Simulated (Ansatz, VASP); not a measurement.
**Ni in VASP and in Ansatz**

The input INCAR:

```
SYSTEM = Ni
ALGO = Normal
EDIFF = 1E-6
ENCUT = 600
GGA = CA
GGA_COMPAT = .FALSE.
ISIF = 2
ISMEAR = -1
ISPIN = 2
LASPH = .TRUE.
LCHARG = .FALSE.
LMAXMIX = 4
LORBIT = 11
LREAL = .FALSE.
LWAVE = .FALSE.
MAGMOM = 2
NBANDS = 15
NELM = 200
PREC = Accurate
SIGMA = 0.15
```

File KPOINTS:

```
k-points
0
G
  14 14 14
  0 0 0
```

POSCAR

```
Ni
1.0
   -1.4369915877      1.4369915877      1.4369915877
    1.4369915877     -1.4369915877      1.4369915877
    1.4369915877      1.4369915877     -1.4369915877
Ni
1
Direct
    0.0000000000      0.0000000000      0.0000000000
```

Input for Ansatz:

```yaml
crystal:
  lattice:
    - [-1.436991587722682, 1.436991587722682, 1.436991587722682]
    - [1.436991587722682, -1.436991587722682, 1.436991587722682]
    - [1.436991587722682, 1.436991587722682, -1.436991587722682]
  atoms:
    - { symbol: Ni, position: [0.0, 0.0, 0.0], spin: 2.0 }
basis:
  ecutwfc: 500.0
kpoints:
  mp_grid:
    grid: [14, 14, 14]
hamiltonian:
  xc: lda
magnetization:
  spin_polarized: true
scf:
  occupations:
    method: fermi_dirac
    width: 0.15
```

Alike in both runs: task single point; functional LDA; k mesh 14 × 14 × 14; occupations fermi-dirac, width 0.15 eV; collinear spin.

|  | VASP | Ansatz |
| --- | --- | --- |
| version | VASP 6.6.1 | Ansatz 0.2.0 |
| potentials or method | VASP PAW LDA potentials, release 64 (Ni), cutoff 600 eV | plane waves, PAW |
| valence electrons in the cell | 10 | 18 |

|  | VASP | Ansatz | Ansatz less VASP |
| --- | --- | --- | --- |
| net moment per atom (μB) | 0.42 | 0.48 | +0.069 |
| size of the moment on the site where the two differ most (μB) | 0.42 | 0.50 | +0.084 |

LDA's correlation is that of Perdew and Zunger in VASP and of Perdew and Wang (1992) in Ansatz. Site moments also hang on the region over which each program counts them. VASP's potentials hold 10 valence electrons a cell and Ansatz's 18, so a difference there can come from the potentials and not from the codes.
